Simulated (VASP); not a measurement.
# CsBr (Pm-3m) in VASP: further runs

CsBr is run at these levels: r2SCAN; tasks: single point.

Program: VASP 6.6.1. These are calculated values, not measurements. Logs are shortened: lines on timing, memory, paths and dates and some standing lists are left out, and cuts for length are marked.

### 1 The cell of the first run

The structure is cubic, space group Pm-3m (No. 221). Conventional cell: a = 4.323 Å, b = 4.323 Å, c = 4.323 Å, α = 90.00°, β = 90.00°, γ = 90.00°. Within 4.9 Å of Cs (site symmetry m-3m) lie 8 Br at 3.74 Å and 6 Cs at 4.32 Å. Br (site symmetry m-3m) has 8 Cs at 3.74 Å and 6 Br at 4.32 Å within 4.9 Å.

### 2 Single point, r2SCAN

The input, POSCAR:

```
CsBr
1.0
    4.3226054889      0.0000000000      0.0000000000
    0.0000000000      4.3226054889      0.0000000000
    0.0000000000      0.0000000000      4.3226054889
Cs Br
1 1
Direct
    0.0000000000      0.0000000000      0.0000000000
    0.5000000000      0.5000000000      0.5000000000
```

The input, INCAR.step1:

```
PREC     = Accurate       # precision mode
ENCUT    = 550            # plane-wave cutoff, eV
ISMEAR   = 0              # smearing method
SIGMA    = 0.02           # smearing width, eV
LREAL    = False          # projectors in reciprocal space
LASPH    = True           # aspherical terms in the spheres
NELM     = 120            # most SCF steps
NBANDS   = 15             # bands
GGA      = PE             # functional
ALGO     = Normal         # electronic algorithm
EDIFF    = 1E-5           # SCF threshold, eV
LWAVE    = True           # write WAVECAR
LCHARG   = False          # write CHGCAR
GGA_COMPAT= False
```

The input, INCAR.step2:

```
PREC     = Accurate       # precision mode
ENCUT    = 550            # plane-wave cutoff, eV
EDIFF    = 1E-6           # SCF threshold, eV
ISMEAR   = 0              # smearing method
SIGMA    = 0.02           # smearing width, eV
LREAL    = False          # projectors in reciprocal space
LASPH    = True           # aspherical terms in the spheres
NELM     = 120            # most SCF steps
ALGO     = Normal         # electronic algorithm
ISIF     = 2              # what is computed and relaxed
LWAVE    = False          # write WAVECAR
LCHARG   = False          # write CHGCAR
METAGGA  = R2SCAN         # meta-GGA
LMIXTAU  = True         
NBANDS   = 15             # bands
ISTART   = 1            
GGA_COMPAT= False
```

The input, KPOINTS:

```
regular mesh
0
Gamma
  6 6 6
```

Potentials or basis: VASP PAW PBE potentials, release 64 (Cs_sv, Br).

The run is started by

```console
$ cat potpaw_PBE.64/Cs_sv/POTCAR potpaw_PBE.64/Br/POTCAR > POTCAR
$ cp INCAR.step1 INCAR
$ mpirun -np 1 vasp_std > vasp.out
$ cp INCAR.step2 INCAR
$ mpirun -np 1 vasp_std > vasp.out
```

OUTCAR:

```text
PREC = Accurate
   ENCUT = 550
   EDIFF = 1E-6
   ISMEAR = 0
   LREAL = False
   LASPH = True
   NELM = 120
   ISIF = 2
   METAGGA = R2SCAN
   ISTART = 1

 ion  position               nearest neighbor table
   1  0.000  0.000  0.000-
   2  0.500  0.500  0.500-

  LATTYP: Found a simple cubic cell.
 ALAT       =     4.3226054889

  Lattice vectors:

 A1 = (   4.3226054889,   0.0000000000,   0.0000000000)
 A2 = (   0.0000000000,   4.3226054889,   0.0000000000)
 A3 = (   0.0000000000,   0.0000000000,   4.3226054889)

Analysis of symmetry for initial positions (statically):
=====================================================================
 Subroutine PRICEL returns:
 Original cell was already a primitive cell.

 Routine SETGRP: Setting up the symmetry group for a
 simple cubic supercell.

 Subroutine GETGRP returns: Found 48 space group operations
 (whereof 48 operations were pure point group operations)
 out of a pool of 48 trial point group operations.

The static configuration has the point symmetry O_h .

Analysis of symmetry for dynamics (positions and initial velocities):
=====================================================================
 Subroutine PRICEL returns:
 Original cell was already a primitive cell.

 Routine SETGRP: Setting up the symmetry group for a
 simple cubic supercell.

 Subroutine GETGRP returns: Found 48 space group operations
 (whereof 48 operations were pure point group operations)
 out of a pool of 48 trial point group operations.

The dynamic configuration has the point symmetry O_h .

 Subroutine INISYM returns: Found 48 space group operations
 (whereof 48 operations are pure point group operations),
 and found     1 'primitive' translations

----------------------------------------------------------------------------------------

                                     Primitive cell

  volume of cell :      80.7675

  direct lattice vectors                    reciprocal lattice vectors
     4.322605489  0.000000000  0.000000000     0.231341954  0.000000000  0.000000000
     0.000000000  4.322605489  0.000000000     0.000000000  0.231341954  0.000000000
     0.000000000  0.000000000  4.322605489     0.000000000  0.000000000  0.231341954

  length of vectors
     4.322605489  4.322605489  4.322605489     0.231341954  0.231341954  0.231341954

  position of ions in fractional coordinates (direct lattice)
     0.000000000  0.000000000  0.000000000
     0.500000000  0.500000000  0.500000000

  ion indices of the primitive-cell ions
   primitive index   ion index
                 1           1
                 2           2

----------------------------------------------------------------------------------------

 KPOINTS: regular mesh

Automatic generation of k-mesh.
 Grid dimensions read from file:
 generate k-points for:    6    6    6

 Generating k-lattice:

  Cartesian coordinates                     Fractional coordinates (reciprocal lattice)
     0.038556992  0.000000000  0.000000000     0.166666667  0.000000000  0.000000000
     0.000000000  0.038556992  0.000000000     0.000000000  0.166666667  0.000000000
     0.000000000  0.000000000  0.038556992     0.000000000  0.000000000  0.166666667

  Length of vectors
     0.038556992  0.038556992  0.038556992

  Shift w.r.t. Gamma in fractional coordinates (k-lattice)
     0.000000000  0.000000000  0.000000000

 Subroutine IBZKPT returns following result:
 ===========================================

 Found     20 irreducible k-points:

 Following reciprocal coordinates:
            Coordinates               Weight
  0.000000  0.000000  0.000000      1.000000
  0.166667  0.000000  0.000000      6.000000
  0.333333  0.000000  0.000000      6.000000
  0.500000  0.000000  0.000000      3.000000
  0.166667  0.166667  0.000000     12.000000
  0.333333  0.166667  0.000000     24.000000
[... 12 lines left out ...]
  0.500000  0.500000  0.333333      6.000000
  0.500000  0.500000  0.500000      1.000000
   k-points           NKPTS =     20   k-points in BZ     NKDIM =     20   number of bands    NBANDS=     15
   number of dos      NEDOS =    301   number of ions     NIONS =      2
   total plane-waves  NPLWV =  46656
   dimension x,y,z NGX =    36 NGY =   36 NGZ =   36
   dimension x,y,z NGXF=    72 NGYF=   72 NGZF=   72
   ions per type =               1   1
   NGX,Y,Z   is equivalent  to a cutoff of  13.85, 13.85, 13.85 a.u.
   NGXF,Y,Z  is equivalent  to a cutoff of  27.69, 27.69, 27.69 a.u.
 SYSTEM =  unknown system
   PREC   = accura    normal or accurate (medium, high low for compatibility)
   ISTART =      1    job   : 0-new  1-cont  2-samecut
   ICHARG =      0    charge: 1-file 2-atom 10-const
   ISPIN  =      1    spin polarized calculation?
   LNONCOLLINEAR =      F non collinear calculations
   LSORBIT =      F    spin-orbit coupling
   LASPH  =      T    aspherical Exc in radial PAW
   ENCUT  =  550.0 eV  40.42 Ry    6.36 a.u.   8.27  8.27  8.27*2*pi/ulx,y,z
[... 29 lines left out ...]
   IVDW    =     0    specifies the selected vdW correction
   LEPSILON=     F    determine dielectric tensor
   LRPA    =     F    only Hartree local field effects (RPA)
 non-spin polarized calculation
 Gauss-broadening in eV      SIGMA  =   0.02
  energy-cutoff  :      550.00
  volume of cell :       80.77
 maximum number of plane-waves:      2392
 NGX is ok and might be reduce to    36
   NGX = 17   NGY = 17   NGZ = 17

 number of electron      16.0000003 magnetization

 Free energy of the ion-electron system (eV)
  ---------------------------------------------------
  ext. energy  EPLUGINS =         0.00000000
  ---------------------------------------------------
  free energy    TOTEN  =       -42.32546895 eV

  energy without entropy =      -42.32546895  energy(sigma->0) =      -42.32546895

 E-fermi :  -0.6807     XC(G=0):  -8.3426

 val. band max:       -0.7841738998   @ k =   0.5000   0.5000   0.0000
 cond. band min:       4.3922147841   @ k =   0.0000   0.0000   0.0000
 fundamental gap:      5.1763886840
 Fermi energy:        -0.6806922502

 k-point     1 :       0.0000    0.0000    0.0000
  band No.  band energies     occupation
      1     -21.1272      2.00000
      2     -13.5535      2.00000
      3      -7.3550      2.00000
      4      -7.3550      2.00000
      5      -7.3550      2.00000
      6      -0.7898      2.00000
      7      -0.7898      2.00000
      8      -0.7898      2.00000
      9       4.3922      0.00000
     10       4.6404      0.00000
     11       4.6404      0.00000
     12       8.9586      0.00000
     13       8.9586      0.00000
     14       8.9586      0.00000
     15      11.8769      0.00000

 k-point     2 :       0.1667    0.0000    0.0000
  band No.  band energies     occupation
      1     -21.1146      2.00000
      2     -13.5563      2.00000
      3      -7.4532      2.00000
      4      -7.3310      2.00000
      5      -7.3310      2.00000
      6      -1.1664      2.00000
      7      -0.8354      2.00000
      8      -0.8354      2.00000
      9       4.8186      0.00000
     10       5.0209      0.00000
     11       5.2427      0.00000
     12       8.8084      0.00000
     13       8.8084      0.00000
     14       9.0996      0.00000
     15      10.5387      0.00000

 k-point     3 :       0.3333    0.0000    0.0000
  band No.  band energies     occupation
      1     -21.0890      2.00000
      2     -13.5633      2.00000
      3      -7.6327      2.00000
      4      -7.2820      2.00000
      5      -7.2820      2.00000
      6      -1.7771      2.00000
      7      -0.9296      2.00000
      8      -0.9296      2.00000
      9       5.2877      0.00000
     10       6.3126      0.00000
     11       6.6496      0.00000
     12       8.6755      0.00000
     13       8.6755      0.00000
     14       8.9141      0.00000
     15       9.4441      0.00000
[... 271 lines left out ...]
 k-point    19 :       0.5000    0.5000    0.3333
  band No.  band energies     occupation
      1     -21.0016      2.00000
      2     -13.3972      2.00000
      3      -7.7820      2.00000
      4      -7.7820      2.00000
      5      -7.6105      2.00000
      6      -1.7715      2.00000
      7      -1.7715      2.00000
      8      -1.6689      2.00000
      9       7.3538      0.00000
     10       7.4570      0.00000
     11       7.6323      0.00000
     12       7.6323      0.00000
     13       9.6697      0.00000
     14       9.6697      0.00000
     15      10.9894      0.00000

 k-point    20 :       0.5000    0.5000    0.5000
  band No.  band energies     occupation
      1     -20.9913      2.00000
      2     -13.3780      2.00000
      3      -7.7376      2.00000
      4      -7.7376      2.00000
      5      -7.7376      2.00000
      6      -1.9060      2.00000
      7      -1.9060      2.00000
      8      -1.9060      2.00000
      9       8.0981      0.00000
     10       8.0981      0.00000
     11       8.0981      0.00000
     12       8.9827      0.00000
     13       8.9827      0.00000
     14       8.9827      0.00000
     15      11.0387      0.00000

------------------------ aborting loop because EDIFF is reached ----------------------------------------

  FORCE on cell =-STRESS in cart. coord.  units (eV):
  Direction    XX          YY          ZZ          XY          YZ          ZX
  --------------------------------------------------------------------------------------
  -------------------------------------------------------------------------------------
  Total        0.0297992      0.0297992      0.0297992     -0.0000000      0.0000000     -0.0000000
  in kB        0.5911242      0.5911242      0.5911242     -0.0000000      0.0000000     -0.0000000
  external PRESSURE =       0.5911242 kB  Pullay stress =       0.0000000 kB

 VOLUME and BASIS-vectors are now :
 -----------------------------------------------------------------------------
  energy-cutoff  :      550.00
  volume of cell :       80.77
      direct lattice vectors                 reciprocal lattice vectors
     4.322605489  0.000000000  0.000000000     0.231341954  0.000000000  0.000000000
     0.000000000  4.322605489  0.000000000     0.000000000  0.231341954  0.000000000
     0.000000000  0.000000000  4.322605489     0.000000000  0.000000000  0.231341954

 POSITION                                       TOTAL-FORCE (eV/Angst)
 -----------------------------------------------------------------------------------
      0.00000      0.00000      0.00000         0.000000      0.000000      0.000000
      2.16130      2.16130      2.16130         0.000000      0.000000      0.000000
 -----------------------------------------------------------------------------------
    total drift:                                0.000000      0.000000      0.000000

  FREE ENERGIE OF THE ION-ELECTRON SYSTEM (eV)
  ---------------------------------------------------
  free  energy   TOTEN  =       -42.3254689539 eV

  energy  without entropy=      -42.3254689539  energy(sigma->0) =      -42.32546895
```

It took 2.7 min on 1 thread of Intel Xeon 8259CL, shared host; peak memory 0.22 GiB.

Results:

```
Free energy            : -42.3255 eV
Pressure               : 0.1 GPa
Band gap on the k mesh : 5.18 eV (least direct gap 5.18 eV)
```

Caveat: the PAW data sets were made with another functional, which shifts forces and pressure a little; spin-orbit coupling is left out, which moves the levels of the heavy elements.

### 3 Single point, r2SCAN (41.60 Å³/atom)

This run uses another cell than the first one, of 41.60 Å³/atom.

The input, POSCAR:

```
CsBr
1.0
    4.3654063466      0.0000000000      0.0000000000
    0.0000000000      4.3654063466      0.0000000000
    0.0000000000      0.0000000000      4.3654063466
Cs Br
1 1
Direct
    0.0000000000      0.0000000000      0.0000000000
    0.5000000000      0.5000000000      0.5000000000
```

The input, INCAR.step1:

```
SYSTEM = CsBr
  PREC = Accurate
  ENCUT = 550
  ISMEAR = 0
  SIGMA = 0.02
  LREAL = .False.
  LASPH = .True.
  NELM = 120
  NBANDS = 15
  GGA = PE
  ALGO = Normal
  EDIFF = 1E-5
  LWAVE = .True.
  LCHARG = .False.
  GGA_COMPAT = .False.
```

The input, INCAR.step2:

```
SYSTEM = CsBr
  PREC = Accurate
  ENCUT = 550
  EDIFF = 1E-6
  ISMEAR = 0
  SIGMA = 0.02
  LREAL = .False.
  LASPH = .True.
  NELM = 120
  ALGO = Normal
  ISIF = 2
  LWAVE = .False.
  LCHARG = .True.
  METAGGA = R2SCAN
  LMIXTAU = .True.
  LELF = .True.
  LVHAR = .True.
  NBANDS = 15
  ISTART = 1
  GGA_COMPAT = .False.
```

The input, KPOINTS:

```
regular mesh
0
Gamma
  6 6 6
  0 0 0
```

Potentials or basis: VASP PAW PBE potentials, release 64 (Cs_sv, Br).

The run is started by

```console
$ cat potpaw_PBE.64/Cs_sv/POTCAR potpaw_PBE.64/Br/POTCAR > POTCAR
$ cp INCAR.step1 INCAR
$ mpirun -np 1 vasp_std > vasp.out
$ cp INCAR.step2 INCAR
$ mpirun -np 1 vasp_std > vasp.out
```

Run time: 2.6 min. Hardware: 1 thread of Intel Xeon 8259CL, shared host; peak memory 0.22 GiB.

It converged, with:

| Quantity | Value |
| --- | --- |
| Free energy | -42.3231 eV |
| Pressure | -0.4 GPa |
| Band gap on the k mesh | 5.05 eV (least direct gap 5.07 eV) |

Levels at points of the mesh, in eV from the valence-band top:
| k point | band 5 | band 6 | band 7 | band 8 | band 9 | band 10 | band 11 | band 12 |
| --- | --- | --- | --- | --- | --- | --- | --- | --- |
| (0.00, 0.00, 0.00) | -6.63 | -0.02 | -0.02 | -0.02 | 5.05 | 5.45 | 5.45 | 9.64 |
| (0.50, 0.00, 0.00) | -6.55 | -1.20 | -0.18 | -0.18 | 6.41 | 7.69 | 8.18 | 8.93 |
| (0.50, 0.50, 0.00) | -6.49 | -0.57 | -0.57 | 0.00 | 5.81 | 6.08 | 7.81 | 7.81 |
| (0.50, 0.50, 0.50) | -6.99 | -1.06 | -1.06 | -1.06 | 8.74 | 8.74 | 8.74 | 9.61 |

Caveat: the PAW data sets were made with another functional, which shifts forces and pressure a little; spin-orbit coupling is left out, which moves the levels of the heavy elements.

### 4 Single point, r2SCAN (42.81 Å³/atom)

This run uses another cell than the first one, of 42.81 Å³/atom.

The input, POSCAR:

```
CsBr
1.0
    4.4073839828      0.0000000000      0.0000000000
    0.0000000000      4.4073839828      0.0000000000
    0.0000000000      0.0000000000      4.4073839828
Cs Br
1 1
Direct
    0.0000000000      0.0000000000      0.0000000000
    0.5000000000      0.5000000000      0.5000000000
```

The input, INCAR.step1:

```
SYSTEM = CsBr
PREC = Accurate
ENCUT = 550
ISMEAR = 0
SIGMA = 0.02
LREAL = .FALSE.
LASPH = .TRUE.
NELM = 120
NBANDS = 15
GGA = PE
ALGO = Normal
EDIFF = 1E-5
LWAVE = .TRUE.
LCHARG = .FALSE.
GGA_COMPAT = .FALSE.
```

The input, INCAR.step2:

```
SYSTEM = CsBr
PREC = Accurate
ENCUT = 550
EDIFF = 1E-6
ISMEAR = 0
SIGMA = 0.02
LREAL = .FALSE.
LASPH = .TRUE.
NELM = 120
ALGO = Normal
ISIF = 2
LWAVE = .FALSE.
LCHARG = .FALSE.
METAGGA = R2SCAN
LMIXTAU = .TRUE.
NBANDS = 15
ISTART = 1
GGA_COMPAT = .FALSE.
```

The input, KPOINTS:

```
Automatic mesh
0
G
  6 6 6
  0 0 0
```

The run is started by

```console
$ cat potpaw_PBE.64/Cs_sv/POTCAR potpaw_PBE.64/Br/POTCAR > POTCAR
$ cp INCAR.step1 INCAR
$ mpirun -np 1 vasp_std > vasp.out
$ cp INCAR.step2 INCAR
$ mpirun -np 1 vasp_std > vasp.out
```

Run time: 2.3 min. Hardware: 1 thread of Intel Xeon 8259CL, shared host; peak memory 0.22 GiB.

Results (log left out):

* Free energy: -42.3148 eV
* Pressure: -0.7 GPa
* Band gap on the k mesh: 4.93 eV (least direct gap 4.96 eV)

Levels at points of the mesh, in eV from the valence-band top:
```
           k point  band 6  band 7  band 8  band 9  band 10  band 11
(0.00, 0.00, 0.00)   -0.02   -0.02   -0.02    4.93     5.46     5.46
(0.50, 0.00, 0.00)   -1.15   -0.17   -0.17    6.40     7.55     8.01
(0.50, 0.50, 0.00)   -0.57   -0.57    0.00    5.78     6.04     7.77
(0.50, 0.50, 0.50)   -1.00   -1.00   -1.00    8.60     8.60     8.60
```

Caveat: the PAW data sets were made with another functional, which shifts forces and pressure a little; spin-orbit coupling is left out, which moves the levels of the heavy elements. A k mesh can miss the band edges.

### 5 Single point, r2SCAN (44.42 Å³/atom)

This run uses another cell than the first one, of 44.42 Å³/atom.

The input, POSCAR:

```
CsBr
1.0
    4.4621396932      0.0000000000      0.0000000000
    0.0000000000      4.4621396932      0.0000000000
    0.0000000000      0.0000000000      4.4621396932
Cs Br
1 1
Direct
    0.0000000000      0.0000000000      0.0000000000
    0.5000000000      0.5000000000      0.5000000000
```

The input, INCAR.step1:

```
SYSTEM = CsBr
  PREC = Accurate
  ENCUT = 550
  ISMEAR = 0
  SIGMA = 0.02
  LREAL = .False.
  LASPH = .True.
  NELM = 120
  NBANDS = 15
  GGA = PE
  ALGO = Normal
  EDIFF = 1E-5
  LWAVE = .True.
  LCHARG = .False.
  GGA_COMPAT = .False.
```

The input, INCAR.step2:

```
SYSTEM = CsBr
  PREC = Accurate
  ENCUT = 550
  EDIFF = 1E-6
  ISMEAR = 0
  SIGMA = 0.02
  LREAL = .False.
  LASPH = .True.
  NELM = 120
  ALGO = Normal
  ISIF = 2
  LWAVE = .False.
  LCHARG = .True.
  METAGGA = R2SCAN
  LMIXTAU = .True.
  LELF = .True.
  LVHAR = .True.
  NBANDS = 15
  ISTART = 1
  GGA_COMPAT = .False.
```

The input, KPOINTS:

```
Automatic mesh
0
Gamma
  6 6 6
  0 0 0
```

The run is started by

```console
$ cat potpaw_PBE.64/Cs_sv/POTCAR potpaw_PBE.64/Br/POTCAR > POTCAR
$ cp INCAR.step1 INCAR
$ mpirun -np 1 vasp_std > vasp.out
$ cp INCAR.step2 INCAR
$ mpirun -np 1 vasp_std > vasp.out
```

Run time: 2.5 min. Hardware: 1 thread of Intel Xeon 8259CL, shared host; peak memory 0.22 GiB.

It converged, with:

```yaml
Free_energy: -42.2962 eV
Pressure: -1.1 GPa
Band_gap_on_the_k_mesh: 4.79 eV (least direct gap 4.82 eV)
```

Levels at points of the mesh, in eV from the valence-band top:
```csv
k point,band 5,band 6,band 7,band 8,band 9,band 10,band 11,band 12
"(0.00, 0.00, 0.00)",-6.78,-0.03,-0.03,-0.03,4.79,5.48,5.48,9.42
"(0.50, 0.00, 0.00)",-6.71,-1.09,-0.16,-0.16,6.37,7.37,7.80,8.90
"(0.50, 0.50, 0.00)",-6.67,-0.56,-0.56,0.00,5.74,6.00,7.72,7.72
"(0.50, 0.50, 0.50)",-7.08,-0.94,-0.94,-0.94,8.43,8.43,8.43,9.28
```

Caveat: the PAW data sets were made with another functional, which shifts forces and pressure a little; spin-orbit coupling is left out, which moves the levels of the heavy elements.

### 6 Overview

| cell | gap on the mesh (eV) | pressure (GPa) |
| --- | --- | --- |
| a = 4.323 Å, 2 atoms | 5.18 | 0.1 |
| a = 4.365 Å, 2 atoms | 5.05 | -0.4 |
| a = 4.407 Å, 2 atoms | 4.93 | -0.7 |
| a = 4.462 Å, 2 atoms | 4.79 | -1.1 |

Alike in all rows: task single point; level r2SCAN; potentials or basis VASP PAW PBE potentials, release 64 (Cs_sv, Br); no spin polarisation; k mesh 6 × 6 × 6; cutoff (eV) 550; smearing gaussian 0.02 eV.

Caveats: the PAW data sets were made with another functional, which shifts forces and pressure a little; spin-orbit coupling is left out, which moves the levels of the heavy elements.

Total energies depend on the potentials used, so only differences within one code and one set of settings carry meaning.
